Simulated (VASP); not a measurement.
# Cu (Fm-3m) in VASP: a series of runs

Cu is run at these levels: PBEsol; tasks: single point, relaxation of cell and atoms.

All numbers are computed with VASP 6.6.1; they aren't measurements. Logs are shortened: lines on timing, memory, paths and dates and some standing lists are left out, and cuts for length are marked.

### 1 The cell of the first run

It takes space group Fm-3m (No. 225, cubic). Conventional cell: a = 3.563 Å, b = 3.563 Å, c = 3.563 Å, α = 90.00°, β = 90.00°, γ = 90.00°. Cu (site symmetry m-3m) has 12 Cu at 2.52 Å within 3.3 Å.

### 2 Single point, PBEsol

INCAR reads:

```
PREC = Accurate
ENCUT = 520
EDIFF = 1E-6
ISMEAR = 0
SIGMA = 0.1
LREAL = False
LASPH = True
NELM = 60
ALGO = Normal
ISIF = 2
LWAVE = False
LCHARG = False
GGA = PS
NBANDS = 12
```

KPOINTS reads:

```
Automatic mesh
0
Gamma
  20 20 20
```

POSCAR reads:

```
Cu
1.0
    0.0000000000      1.7817063041      1.7817063041
    1.7817063041      0.0000000000      1.7817063041
    1.7817063041      1.7817063041      0.0000000000
Cu
1
Direct
    0.0000000000      0.0000000000      0.0000000000
```

Potentials or basis: VASP PAW PBE potentials, release 64 (Cu).

The run is started by

```console
> cat potpaw_PBE.64/Cu/POTCAR > POTCAR
> mpirun -np 1 vasp_std > vasp.out
```

OUTCAR:

```text
PREC = Accurate
   ENCUT = 520
   EDIFF = 1E-6
   ISMEAR = 0
   LREAL = False
   LASPH = True
   NELM = 60
   ISIF = 2
   GGA = PS

 ion  position               nearest neighbor table
   1  0.000  0.000  0.000-

  LATTYP: Found a face centered cubic cell.
 ALAT       =     3.5634126082

  Lattice vectors:

 A1 = (   0.0000000000,   1.7817063041,   1.7817063041)
 A2 = (   1.7817063041,   0.0000000000,   1.7817063041)
 A3 = (   1.7817063041,   1.7817063041,   0.0000000000)

Analysis of symmetry for initial positions (statically):
=====================================================================
 Subroutine PRICEL returns:
 Original cell was already a primitive cell.

 Routine SETGRP: Setting up the symmetry group for a
 face centered cubic supercell.

 Subroutine GETGRP returns: Found 48 space group operations
 (whereof 48 operations were pure point group operations)
 out of a pool of 48 trial point group operations.

The static configuration has the point symmetry O_h .

Analysis of symmetry for dynamics (positions and initial velocities):
=====================================================================
 Subroutine PRICEL returns:
 Original cell was already a primitive cell.

 Routine SETGRP: Setting up the symmetry group for a
 face centered cubic supercell.

 Subroutine GETGRP returns: Found 48 space group operations
 (whereof 48 operations were pure point group operations)
 out of a pool of 48 trial point group operations.

The dynamic configuration has the point symmetry O_h .

 Subroutine INISYM returns: Found 48 space group operations
 (whereof 48 operations are pure point group operations),
 and found     1 'primitive' translations

----------------------------------------------------------------------------------------

                                     Primitive cell

  volume of cell :      11.3120

  direct lattice vectors                    reciprocal lattice vectors
     0.000000000  1.781706304  1.781706304    -0.280629865  0.280629865  0.280629865
     1.781706304  0.000000000  1.781706304     0.280629865 -0.280629865  0.280629865
     1.781706304  1.781706304  0.000000000     0.280629865  0.280629865 -0.280629865

  length of vectors
     2.519713219  2.519713219  2.519713219     0.486065185  0.486065185  0.486065185

  position of ions in fractional coordinates (direct lattice)
     0.000000000  0.000000000  0.000000000

  ion indices of the primitive-cell ions
   primitive index   ion index
                 1           1

----------------------------------------------------------------------------------------

 KPOINTS: Automatic mesh

Automatic generation of k-mesh.
 Grid dimensions read from file:
 generate k-points for:   20   20   20

 Generating k-lattice:

  Cartesian coordinates                     Fractional coordinates (reciprocal lattice)
    -0.014031493  0.014031493  0.014031493     0.050000000  0.000000000  0.000000000
     0.014031493 -0.014031493  0.014031493     0.000000000  0.050000000  0.000000000
     0.014031493  0.014031493 -0.014031493     0.000000000  0.000000000  0.050000000

  Length of vectors
     0.024303259  0.024303259  0.024303259

  Shift w.r.t. Gamma in fractional coordinates (k-lattice)
     0.000000000  0.000000000  0.000000000

 Subroutine IBZKPT returns following result:
 ===========================================

 Found    256 irreducible k-points:

 Following reciprocal coordinates:
            Coordinates               Weight
  0.000000  0.000000  0.000000      1.000000
  0.050000  0.000000  0.000000      8.000000
  0.100000  0.000000  0.000000      8.000000
  0.150000  0.000000  0.000000      8.000000
  0.200000  0.000000  0.000000      8.000000
  0.250000  0.000000  0.000000      8.000000
[... 16 lines left out ...]
 -0.400000  0.050000  0.000000     24.000000
 -0.350000  0.050000  0.000000     24.000000
 [... further k-points ...]
   k-points           NKPTS =    256   k-points in BZ     NKDIM =    256   number of bands    NBANDS=     12
   number of dos      NEDOS =    301   number of ions     NIONS =      1
   total plane-waves  NPLWV =   8000
   dimension x,y,z NGX =    20 NGY =   20 NGZ =   20
   dimension x,y,z NGXF=    40 NGYF=   40 NGZF=   40
   ions per type =               1
   NGX,Y,Z   is equivalent  to a cutoff of  13.20, 13.20, 13.20 a.u.
   NGXF,Y,Z  is equivalent  to a cutoff of  26.39, 26.39, 26.39 a.u.
 SYSTEM =  unknown system
   PREC   = accura    normal or accurate (medium, high low for compatibility)
   ISTART =      0    job   : 0-new  1-cont  2-samecut
   ICHARG =      2    charge: 1-file 2-atom 10-const
   ISPIN  =      1    spin polarized calculation?
   LNONCOLLINEAR =      F non collinear calculations
   LSORBIT =      F    spin-orbit coupling
   LASPH  =      T    aspherical Exc in radial PAW
   ENCUT  =  520.0 eV  38.22 Ry    6.18 a.u.   4.68  4.68  4.68*2*pi/ulx,y,z
   NELM   =     60;   NELMIN=  2; NELMDL= -5     # of ELM steps
   EDIFF  = 0.1E-05   stopping-criterion for ELM
   LREAL  =      F    real-space projection
   EDIFFG = 0.1E-04   stopping-criterion for IOM
   NSW    =      0    number of steps for IOM
   IBRION =     -1    ionic relax: 0-MD 1-quasi-New 2-CG
   NFREE  =      0    steps in history (QN), initial steepest desc. (CG)
   ISIF   =      2    stress and relaxation
   ISYM   =      2    0-nonsym 1-usesym 2-fastsym
   POTIM  = 0.5000    time-step for ionic-motion
   TEBEG  =    0.0;   TEEND  =   0.0 temperature during run
   PSTRESS=    0.0 pullay stress
   NELECT =      11.0000    total number of electrons
   NUPDOWN=      -1.0000    fix difference up-down
   EMIN   =  10.00;   EMAX   =-10.00  energy-range for DOS
   EFERMI =   0.00;   METHOD = LEGACY
   ISMEAR =     0;   SIGMA  =   0.10  broadening in eV -4-tet -1-fermi 0-gaus
   EFERMI_NEDOS =   21; number of points for ismear=-14 and -15
   IALGO  =     38    algorithm
   IMIX   =      4    mixing-type and parameters
     AMIX     =   0.40;   BMIX     =  1.00
     AMIX_MAG =   1.60;   BMIX_MAG =  1.00
  volume/ion in A,a.u.               =      11.31        76.34
  Fermi-wavevector in a.u.,A,eV,Ry     =   1.621908  3.064962 35.791300  2.630586
  Thomas-Fermi vector in A             =   2.715608
   LORBIT       =      0    0 simple, 1 ext, 2 COOP (PROOUT), +10 PAW based schemes
   GGA     = PS    functional components
   LHFCALC =     F    Hartree Fock is set to
   AEXX    =    0.0000 exact exchange contribution
   IVDW    =     0    specifies the selected vdW correction
   LEPSILON=     F    determine dielectric tensor
   LRPA    =     F    only Hartree local field effects (RPA)
 non-spin polarized calculation
 Gauss-broadening in eV      SIGMA  =   0.10
  energy-cutoff  :      520.00
  volume of cell :       11.31
 maximum number of plane-waves:       322
   NGX =  9   NGY =  9   NGZ =  9

 number of electron      11.0000013 magnetization

 Free energy of the ion-electron system (eV)
  ---------------------------------------------------
  ext. energy  EPLUGINS =         0.00000000
  ---------------------------------------------------
  free energy    TOTEN  =        -4.30993378 eV

  energy without entropy =       -4.30864430  energy(sigma->0) =       -4.30928904

 E-fermi :   7.9103     XC(G=0): -13.1613

 val. band max:        7.8566561449   @ k =   0.4500   0.3000   0.0000
 cond. band min:       7.9149799771   @ k =   0.5000   0.2500   0.1000
 fundamental gap:      0.0583238322
 Fermi energy:         7.9102675628

 k-point     1 :       0.0000    0.0000    0.0000
  band No.  band energies     occupation
      1      -1.7782      2.00000
      2       4.7841      2.00000
      3       4.7841      2.00000
      4       4.7841      2.00000
      5       5.6737      2.00000
      6       5.6737      2.00000
      7      30.8722      0.00000
      8      33.8240      0.00000
      9      33.8241      0.00000
     10      33.8241      0.00000
     11      36.3429      0.00000
     12      36.3429      0.00000

 k-point     2 :       0.0500    0.0000    0.0000
  band No.  band energies     occupation
      1      -1.6841      2.00000
      2       4.7629      2.00000
      3       4.8027      2.00000
      4       4.8027      2.00000
      5       5.6661      2.00000
      6       5.6661      2.00000
      7      30.4165      0.00000
      8      32.5243      0.00000
      9      33.5139      0.00000
     10      33.5139      0.00000
     11      36.7821      0.00000
     12      36.7821      0.00000

 k-point     3 :       0.1000    0.0000    0.0000
  band No.  band energies     occupation
      1      -1.4045      2.00000
      2       4.7042      2.00000
      3       4.8528      2.00000
      4       4.8528      2.00000
      5       5.6489      2.00000
      6       5.6489      2.00000
      7      28.4696      0.00000
      8      31.7424      0.00000
      9      32.9143      0.00000
     10      32.9143      0.00000
     11      37.7317      0.00000
     12      37.7317      0.00000
[... 286 lines left out ...]
 k-point    23 :      -0.4000    0.0500    0.0000
  band No.  band energies     occupation
      1       2.4901      2.00000
      2       4.7593      2.00000
      3       4.8096      2.00000
      4       5.5087      2.00000
      5       6.1464      2.00000
      6       6.6059      2.00000
      7      13.5808      0.00000
      8      28.2407      0.00000
      9      30.1914      0.00000
     10      31.0239      0.00000
     11      33.9187      0.00000
     12      35.3406      0.00000

 k-point    24 :      -0.3500    0.0500    0.0000
  band No.  band energies     occupation
      1       2.1334      2.00000
      2       4.8136      2.00000
      3       4.8569      2.00000
      4       4.9618      2.00000
      5       6.0078      2.00000
      6       6.3029      2.00000
      7      15.4583      0.00000
      8      28.1975      0.00000
      9      30.5811      0.00000
     10      31.7754      0.00000
     11      33.9924      0.00000
     12      35.8065      0.00000

 [... further k-points ...]

------------------------ aborting loop because EDIFF is reached ----------------------------------------

  FORCE on cell =-STRESS in cart. coord.  units (eV):
  Direction    XX          YY          ZZ          XY          YZ          ZX
  --------------------------------------------------------------------------------------
  -------------------------------------------------------------------------------------
  Total        0.0518329      0.0518329      0.0518329      0.0000000     -0.0000000      0.0000000
  in kB        7.3413813      7.3413813      7.3413813      0.0000000     -0.0000000      0.0000000
  external PRESSURE =       7.3413813 kB  Pullay stress =       0.0000000 kB

 VOLUME and BASIS-vectors are now :
 -----------------------------------------------------------------------------
  energy-cutoff  :      520.00
  volume of cell :       11.31
      direct lattice vectors                 reciprocal lattice vectors
     0.000000000  1.781706304  1.781706304    -0.280629865  0.280629865  0.280629865
     1.781706304  0.000000000  1.781706304     0.280629865 -0.280629865  0.280629865
     1.781706304  1.781706304  0.000000000     0.280629865  0.280629865 -0.280629865

 POSITION                                       TOTAL-FORCE (eV/Angst)
 -----------------------------------------------------------------------------------
      0.00000      0.00000      0.00000        -0.000000     -0.000000      0.000000
 -----------------------------------------------------------------------------------
    total drift:                                0.000000      0.000000      0.000000

  FREE ENERGIE OF THE ION-ELECTRON SYSTEM (eV)
  ---------------------------------------------------
  free  energy   TOTEN  =        -4.3099337784 eV

  energy  without entropy=       -4.3086443026  energy(sigma->0) =       -4.30928904
```

It took 46 s on 1 thread of Intel Xeon 8259CL, shared host; peak memory 0.15 GiB.

Results:

```yaml
Free_energy: -4.3099 eV
Pressure: 0.7 GPa
Band_gap_on_the_k_mesh: zero (an odd number of electrons rules out a gap without spin polarisation)
```

Caveat: the PAW data sets were made with another functional, which shifts forces and pressure a little.

### 3 Relaxation of cell and atoms, PBEsol

This run uses another cell than the first one, of 11.45 Å³/atom.

INCAR reads:

```
SYSTEM = Cu
  ALGO = Normal
  EDIFF = 1E-6
  EDIFFG = -0.005
  ENCUT = 600
  GGA = PS
  IBRION = 2
  ISIF = 3
  ISMEAR = 0
  LASPH = .TRUE.
  LCHARG = .FALSE.
  LREAL = .FALSE.
  LWAVE = .FALSE.
  NELM = 80
  NSW = 100
  PREC = Accurate
  SIGMA = 0.1
```

KPOINTS reads:

```
k-points
0
G
  20 20 20
  0 0 0
```

POSCAR reads:

```
Cu
1.0
    0.0000000000      1.7887153400      1.7887153400
    1.7887153400      0.0000000000      1.7887153400
    1.7887153400      1.7887153400      0.0000000000
Cu
1
Direct
    0.0000000000      0.0000000000      0.0000000000
```

Potentials or basis: VASP PAW PBE potentials, release 64 (Cu).

The run is started by

```console
> cat potpaw_PBE.64/Cu/POTCAR > POTCAR
> mpirun -np 1 vasp_std > vasp.out
```

Wall time 71 s (1 thread of Intel Xeon 8259CL, shared host); peak memory 0.16 GiB.

It converged, with:

* Free energy: -4.3102 eV
* Relaxed volume: 11.37 Å³/atom
* Relaxed cell: a = 2.524 Å, b = 2.524 Å, c = 2.524 Å, α = 60.00°, β = 60.00°, γ = 60.00°
* Space group after relaxing (to 0.1 Å): Fm-3m (No. 225)
* Energy gained by relaxing: 0.3 meV/atom
* Ionic steps: 4
* Pressure after relaxing: -0.1 GPa
* Band gap on the k mesh: zero (an odd number of electrons rules out a gap without spin polarisation)

Step by step:
| step | energy change (eV) | largest force (eV/Å) | pressure (GPa) | volume (Å³) |
| --- | --- | --- | --- | --- |
| 1 | 0.0000 | 0.0000 | -1.08 | 11.45 |
| 2 | -0.0002 | 0.0000 | 0.71 | 11.32 |
| 3 | -0.0003 | 0.0000 | 0.12 | 11.36 |
| 4 | -0.0003 | 0.0000 | -0.07 | 11.37 |

Final structure:
```
Cu
1.0
     0.00000    1.78485    1.78485
     1.78485    0.00000    1.78485
     1.78485    1.78485    0.00000
Cu
1
Direct
  0.00000 0.00000 0.00000
```

Levels at points of the mesh, in eV from the Fermi level:
```
           k point  band 4  band 5  band 6  band 7  band 8  band 9
(0.00, 0.00, 0.00)   -3.11   -2.23   -2.23   22.92   25.83   25.83
(0.50, 0.00, 0.00)   -1.62   -1.62   -1.12    3.97   21.40   22.64
(0.50, 0.50, 0.00)   -1.47   -1.47    1.46    7.40   13.36   13.36
```

Caveat: the PAW data sets were made with another functional, which shifts forces and pressure a little.

### 4 Single point, PBEsol

This run uses another cell than the first one: it holds 27 atoms, not 1.

INCAR reads:

```
PREC     = Accurate       # precision mode
ENCUT    = 520            # plane-wave cutoff, eV
EDIFF    = 1E-6           # SCF threshold, eV
ISMEAR   = 0              # smearing method
SIGMA    = 0.1            # smearing width, eV
LREAL    = Auto         
LASPH    = T              # aspherical terms in the spheres
NELM     = 60             # most SCF steps
ALGO     = Fast           # electronic algorithm
ISIF     = 2              # what is computed and relaxed
LWAVE    = F              # write WAVECAR
LCHARG   = F              # write CHGCAR
GGA      = PS             # functional
NBANDS   = 168            # bands
```

KPOINTS reads:

```
regular mesh
0
Gamma
  4 4 4
```

POSCAR reads:

```
Cu
1.0
   -5.3451189122     -5.3451189122      0.0000000000
   -5.3451189122      0.0000000000     -5.3451189122
    0.0000000000     -5.3451189122     -5.3451189122
Cu
27
Direct
    0.6666666667      0.6666666667      0.6666666667
    0.3333333333      0.6666666667      0.6666666667
    0.0000000000      0.6666666667      0.6666666667
    0.6666666667      0.3333333333      0.6666666667
    0.3333333333      0.3333333333      0.6666666667
    0.0000000000      0.3333333333      0.6666666667
    0.6666666667      0.0000000000      0.6666666667
    0.3333333333      0.0000000000      0.6666666667
    0.0000000000      0.0000000000      0.6666666667
    0.6666666667      0.6666666667      0.3333333333
    0.3333333333      0.6666666667      0.3333333333
    0.0000000000      0.6666666667      0.3333333333
    0.6666666667      0.3333333333      0.3333333333
    0.3333333333      0.3333333333      0.3333333333
    0.0000000000      0.3333333333      0.3333333333
    0.6666666667      0.0000000000      0.3333333333
    0.3333333333      0.0000000000      0.3333333333
    0.0000000000      0.0000000000      0.3333333333
    0.6666666667      0.6666666667      0.0000000000
    0.3333333333      0.6666666667      0.0000000000
    0.0000000000      0.6666666667      0.0000000000
    0.6666666667      0.3333333333      0.0000000000
    0.3333333333      0.3333333333      0.0000000000
    0.0000000000      0.3333333333      0.0000000000
    0.6666666667      0.0000000000      0.0000000000
    0.3333333333      0.0000000000      0.0000000000
    0.0000000000      0.0000000000      0.0000000000
```

The run is started by

```console
> cat potpaw_PBE.64/Cu/POTCAR > POTCAR
> mpirun -np 1 vasp_std > vasp.out
```

Run time: 30 min. Hardware: 1 thread of Intel Xeon 8259CL, shared host; peak memory 0.59 GiB.

The run converged. Its results:

```yaml
Free_energy: -116.2701 eV
Pressure: 0.5 GPa
Band_gap_on_the_k_mesh: zero (an odd number of electrons rules out a gap without spin polarisation)
```

Levels at points of the mesh, in eV from the Fermi level:
| k point | band 147 | band 148 | band 149 | band 150 | band 151 | band 152 |
| --- | --- | --- | --- | --- | --- | --- |
| (0.00, 0.00, 0.00) | -1.75 | -1.75 | -1.75 | -1.75 | 3.42 | 3.42 |
| (0.50, 0.00, 0.00) | -0.27 | -0.27 | -0.27 | -0.27 | 1.31 | 1.31 |
| (0.50, 0.50, 0.00) | 0.02 | 0.02 | 0.02 | 0.55 | 0.55 | 0.55 |

Caveat: the PAW data sets were made with another functional, which shifts forces and pressure a little.

### 5 Overview

| task | cell | k mesh | cutoff (eV) | gap on the mesh (eV) | pressure (GPa) |
| --- | --- | --- | --- | --- | --- |
| single point | a = 2.520 Å, angles 60.0°, 1 atom, atomic positions A | 20 × 20 × 20 | 520 | none | 0.7 |
| relaxation of cell and atoms | relaxed from a = 2.530 Å, angles 60.0°, 1 atom, atomic positions A | 20 × 20 × 20 | 600 | none | -0.1 |
| single point | a = 7.559 Å, angles 60.0°, 27 atoms, atomic positions B | 4 × 4 × 4 | 520 | none | 0.5 |

Alike in all rows: level PBEsol; potentials or basis VASP PAW PBE potentials, release 64 (Cu); no spin polarisation; smearing gaussian 0.1 eV.

Caveats: the PAW data sets were made with another functional, which shifts forces and pressure a little.

Total energies depend on the potentials used, so only differences within one code and one set of settings carry meaning.
